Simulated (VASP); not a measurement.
Set up this calculation in VASP 6.6.1, as the native input.

```yaml
Task: electric field gradients
Functional: PBEsol
Potentials_or_basis: VASP PAW PBE potentials, release 64 (Hf_pv, C)
Cutoff: 520 eV
k_mesh: 15 × 15 × 15
Occupations: fermi-dirac, width 0.05 eV
Spin: no spin polarisation
Dipole_correction: no
Further_INCAR_settings: ALGO = Normal; EDIFF = 1e-08; NBANDS = 14
```

The structure of HfC lies in POSCAR:

```
HfC
1.0
    0.0000000000      2.3172240222      2.3172240222
    2.3172240222      0.0000000000      2.3172240222
    2.3172240222      2.3172240222      0.0000000000
Hf C
1 1
Direct
    0.5000000000      0.5000000000      0.5000000000
    0.0000000000      0.0000000000      0.0000000000
```

One way to write it, as run:

INCAR

```
PREC = Accurate
ENCUT = 520
EDIFF = 1E-8
ISMEAR = -1
SIGMA = 0.05
LREAL = F
LASPH = T
NELM = 120
ALGO = Normal
ISIF = 2
LWAVE = F
LCHARG = F
GGA = PS
LEFG = T
NBANDS = 14
GGA_COMPAT = F
```

KPOINTS

```
regular mesh
0
Gamma
  15 15 15
```

Potentials or basis: VASP PAW PBE potentials, release 64 (Hf_pv, C).

Run with:

```bash
$ cat potpaw_PBE.64/Hf_pv/POTCAR potpaw_PBE.64/C/POTCAR > POTCAR
$ mpirun -np 1 vasp_std > vasp.out
```

Results of the run:

* Pressure: -4.7 GPa
* Band gap on the k mesh: zero (bands 7 and 8 overlap by 1.45 eV)
* Largest electric field gradient by atom: zero within the noise of the run

Caveat: the cell stands under tension; the PAW data sets were made with another functional, which shifts forces and pressure a little; spin-orbit coupling is left out, which moves the levels of the heavy elements.

Run time: 48 s on 1 thread of Intel Xeon 8259CL (shared host), peak memory 0.17 GiB.
